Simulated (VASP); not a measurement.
# Ge (I4_1/amd) in VASP: single point with PBEsol

Aim: the single point of Ge with PBEsol.

All numbers are computed with VASP 6.6.1; they aren't measurements. Logs are shortened: lines on timing, memory, paths and dates and some standing lists are left out, and cuts for length are marked.

## (1) The cell of the first run

It takes space group I4_1/amd (No. 141, tetragonal). Conventional cell: a = 5.382 Å, b = 5.382 Å, c = 2.933 Å, α = 90.00°, β = 90.00°, γ = 90.00°. Within 3.7 Å of Ge (site symmetry -4m2) lie 10 Ge at 2.79 to 3.48 Å.

## (2) Single point, PBEsol (strain +0.050 along x and y, +0.050 along z)

INCAR reads:

```
SYSTEM = Ge
PREC = Accurate
ENCUT = 520
EDIFF = 1E-6
ISMEAR = 0
SIGMA = 0.15
LREAL = .False.
LASPH = .True.
NELM = 100
ALGO = Normal
ISIF = 2
LWAVE = .False.
LCHARG = .True.
GGA = PS
LELF = .True.
LVHAR = .True.
NBANDS = 21
```

KPOINTS reads:

```
regular mesh
0
Gamma
  24 24 24
  0 0 0
```

POSCAR reads:

```
Ge
1.0
   -2.6911633923      2.6911633923      1.4664953867
    2.6911633923     -2.6911633923      1.4664953867
    2.6911633923      2.6911633923     -1.4664953867
Ge
2
Direct
    0.2500000000      0.7500000000      0.5000000000
    0.5000000000      0.5000000000      0.0000000000
```

Potentials or basis: VASP PAW PBE potentials, release 64 (Ge_d).

Started as:

```bash
$ cat potpaw_PBE.64/Ge_d/POTCAR > POTCAR
$ mpirun -np 1 vasp_std > vasp.out
```

OUTCAR:

```text
SYSTEM = Ge
   PREC = Accurate
   ENCUT = 520
   EDIFF = 1E-6
   ISMEAR = 0
   LREAL = .False.
   LASPH = .True.
   NELM = 100
   ISIF = 2
   GGA = PS

 ion  position               nearest neighbor table
   1  0.250  0.750  0.500-   2 2.79   2 2.79   2 2.79   2 2.79
   2  0.500  0.500  0.000-   1 2.79   1 2.79   1 2.79   1 2.79

  LATTYP: Found a body centered tetragonal cell.
 ALAT       =     5.3823267846
 C/A-ratio  =     0.5449298957

  Lattice vectors:

 A1 = (  -2.6911633923,   2.6911633923,   1.4664953867)
 A2 = (   2.6911633923,  -2.6911633923,   1.4664953867)
 A3 = (   2.6911633923,   2.6911633923,  -1.4664953867)

Analysis of symmetry for initial positions (statically):
=====================================================================
 Subroutine PRICEL returns:
 Original cell was already a primitive cell.

 Routine SETGRP: Setting up the symmetry group for a
 body centered tetragonal supercell.

 Subroutine GETGRP returns: Found 16 space group operations
 (whereof  8 operations were pure point group operations)
 out of a pool of 16 trial point group operations.

The static configuration has the point symmetry D_2d.
 The point group associated with its full space group is D_4h.

Analysis of symmetry for dynamics (positions and initial velocities):
=====================================================================
 Subroutine PRICEL returns:
 Original cell was already a primitive cell.

 Routine SETGRP: Setting up the symmetry group for a
 body centered tetragonal supercell.

 Subroutine GETGRP returns: Found 16 space group operations
 (whereof  8 operations were pure point group operations)
 out of a pool of 16 trial point group operations.

The dynamic configuration has the point symmetry D_2d.
 The point group associated with its full space group is D_4h.

 Subroutine INISYM returns: Found 16 space group operations
 (whereof  8 operations are pure point group operations),
 and found     1 'primitive' translations

----------------------------------------------------------------------------------------

                                     Primitive cell

  volume of cell :      42.4836

  direct lattice vectors                    reciprocal lattice vectors
    -2.691163392  2.691163392  1.466495387     0.000000000  0.185793253  0.340948908
     2.691163392 -2.691163392  1.466495387     0.185793253  0.000000000  0.340948908
[... 82 lines left out ...]
   LASPH  =      T    aspherical Exc in radial PAW
   ENCUT  =  520.0 eV  38.22 Ry    6.18 a.u.   7.58  7.58  7.58*2*pi/ulx,y,z
   NELM   =    100;   NELMIN=  2; NELMDL= -5     # of ELM steps
   EDIFF  = 0.1E-05   stopping-criterion for ELM
   LREAL  =      F    real-space projection
   EDIFFG = 0.1E-04   stopping-criterion for IOM
   NSW    =      0    number of steps for IOM
   IBRION =     -1    ionic relax: 0-MD 1-quasi-New 2-CG
   NFREE  =      0    steps in history (QN), initial steepest desc. (CG)
   ISIF   =      2    stress and relaxation
   ISYM   =      2    0-nonsym 1-usesym 2-fastsym
   POTIM  = 0.5000    time-step for ionic-motion
   TEBEG  =    0.0;   TEEND  =   0.0 temperature during run
   PSTRESS=    0.0 pullay stress
   NELECT =      28.0000    total number of electrons
   NUPDOWN=      -1.0000    fix difference up-down
   EMIN   =  10.00;   EMAX   =-10.00  energy-range for DOS
   EFERMI =   0.00;   METHOD = LEGACY
   ISMEAR =     0;   SIGMA  =   0.15  broadening in eV -4-tet -1-fermi 0-gaus
   EFERMI_NEDOS =   21; number of points for ismear=-14 and -15
   IALGO  =     38    algorithm
   IMIX   =      4    mixing-type and parameters
     AMIX     =   0.40;   BMIX     =  1.00
     AMIX_MAG =   1.60;   BMIX_MAG =  1.00
  volume/ion in A,a.u.               =      21.24       143.35
  Fermi-wavevector in a.u.,A,eV,Ry     =   1.424691  2.692275 27.616335  2.029743
  Thomas-Fermi vector in A             =   2.545155
   LORBIT       =      0    0 simple, 1 ext, 2 COOP (PROOUT), +10 PAW based schemes
   GGA     = PS    functional components
   LHFCALC =     F    Hartree Fock is set to
   AEXX    =    0.0000 exact exchange contribution
   IVDW    =     0    specifies the selected vdW correction
   LEPSILON=     F    determine dielectric tensor
   LRPA    =     F    only Hartree local field effects (RPA)
 non-spin polarized calculation
 Gauss-broadening in eV      SIGMA  =   0.15
  energy-cutoff  :      520.00
  volume of cell :       42.48
 maximum number of plane-waves:      1170
   NGX = 15   NGY = 15   NGZ = 15

 number of electron      27.9999986 magnetization

 Free energy of the ion-electron system (eV)
  ---------------------------------------------------
  ext. energy  EPLUGINS =         0.00000000
  ---------------------------------------------------
  free energy    TOTEN  =        -9.37160191 eV

  energy without entropy =       -9.36064233  energy(sigma->0) =       -9.36612212

 E-fermi :   5.2044     XC(G=0): -10.7943

 val. band max:        5.2038818068   @ k =  -0.1667  -0.2917   0.1667
 cond. band min:       5.2048400711   @ k =  -0.3333  -0.3750   0.0417
 fundamental gap:      0.0009582643
 Fermi energy:         5.2044200539

 k-point     1 :       0.0000    0.0000    0.0000
  band No.  band energies     occupation
      1     -19.3403      2.00000
      2     -19.3139      2.00000
      3     -19.2893      2.00000
      4     -19.2849      2.00000
      5     -19.2218      2.00000
      6     -19.2218      2.00000
[... 565 lines left out ...]
     20      16.0395      0.00000
     21      16.3804      0.00000

 [... further k-points ...]

------------------------ aborting loop because EDIFF is reached ----------------------------------------

  FORCE on cell =-STRESS in cart. coord.  units (eV):
  Direction    XX          YY          ZZ          XY          YZ          ZX
  --------------------------------------------------------------------------------------
  -------------------------------------------------------------------------------------
  Total       -2.2858679     -2.2858679     -2.0687378      0.0000000      0.0000000      0.0000000
  in kB      -86.2066746    -86.2066746    -78.0180704      0.0000000      0.0000000      0.0000000
  external PRESSURE =     -83.4771399 kB  Pullay stress =       0.0000000 kB

 VOLUME and BASIS-vectors are now :
 -----------------------------------------------------------------------------
  energy-cutoff  :      520.00
  volume of cell :       42.48
      direct lattice vectors                 reciprocal lattice vectors
    -2.691163392  2.691163392  1.466495387     0.000000000  0.185793253  0.340948908
     2.691163392 -2.691163392  1.466495387     0.185793253  0.000000000  0.340948908
     2.691163392  2.691163392 -1.466495387     0.185793253  0.185793253  0.000000000

 POSITION                                       TOTAL-FORCE (eV/Angst)
 -----------------------------------------------------------------------------------
      2.69116      0.00000      0.73325        -0.000000      0.000000     -0.000000
      0.00000      0.00000      1.46650         0.000000     -0.000000      0.000000
 -----------------------------------------------------------------------------------
    total drift:                                0.000000     -0.000000      0.000000

  FREE ENERGIE OF THE ION-ELECTRON SYSTEM (eV)
  ---------------------------------------------------
  free  energy   TOTEN  =        -9.3716019110 eV

  energy  without entropy=       -9.3606423338  energy(sigma->0) =       -9.36612212
```

OSZICAR:

```text
N       E                     dE             d eps       ncg     rms          rms(c)
DAV:   1     0.180380982992E+03    0.18038E+03   -0.14330E+04 50020   0.368E+03
DAV:   2     0.163720911745E+02   -0.16401E+03   -0.15920E+03 44904   0.601E+02
DAV:   3    -0.862260585769E+01   -0.24995E+02   -0.24790E+02 51230   0.137E+02
DAV:   4    -0.939175900568E+01   -0.76915E+00   -0.76863E+00 49745   0.277E+01
DAV:   5    -0.940405418902E+01   -0.12295E-01   -0.12295E-01 50621   0.395E+00    0.171E+00
DAV:   6    -0.937966348245E+01    0.24391E-01   -0.33300E-02 60617   0.297E+00    0.930E-01
DAV:   7    -0.937200234862E+01    0.76611E-02   -0.16901E-02 60585   0.186E+00    0.131E-01
DAV:   8    -0.937159662588E+01    0.40572E-03   -0.21466E-03 52201   0.815E-01    0.375E-02
DAV:   9    -0.937160138417E+01   -0.47583E-05   -0.45545E-05 50812   0.822E-02    0.109E-02
DAV:  10    -0.937160191101E+01   -0.52683E-06   -0.32890E-06 45923   0.246E-02
   1 F= -.93716019E+01 E0= -.93661221E+01  d E =-.109596E-01
```

stdout:

```text
POSCAR found type information on POSCAR Ge
 POSCAR found :  1 types and       2 ions
 scaLAPACK will be used
 -----------------------------------------------------------------------------
|                                                                             |
|                                                                             |
|     You enforced a specific xc type in the INCAR file but a different       |
|     I HOPE YOU KNOW WHAT YOU ARE DOING!                                     |
|                                                                             |
 -----------------------------------------------------------------------------

 LDA part: xc-table for (Slater+PW92), standard interpolation
 POSCAR, INCAR and KPOINTS ok, starting setup
 FFT: planning ... GRIDC
 FFT: planning ... GRID_SOFT
 FFT: planning ... GRID
 WAVECAR not read
 entering main loop
```

It took 17 min on 1 thread of Intel Xeon 8259CL, shared host; peak memory 0.77 GiB.

Results:

```
Free energy            : -9.3716 eV
Pressure               : -8.3 GPa
Band gap on the k mesh : zero (bands 14 and 15 overlap by 4.61 eV)
```

Caveat: the cell differs from its parent crystal (strain +0.050 along x and y, +0.050 along z); the cell stands under tension; the PAW data sets were made with another functional, which shifts forces and pressure a little.
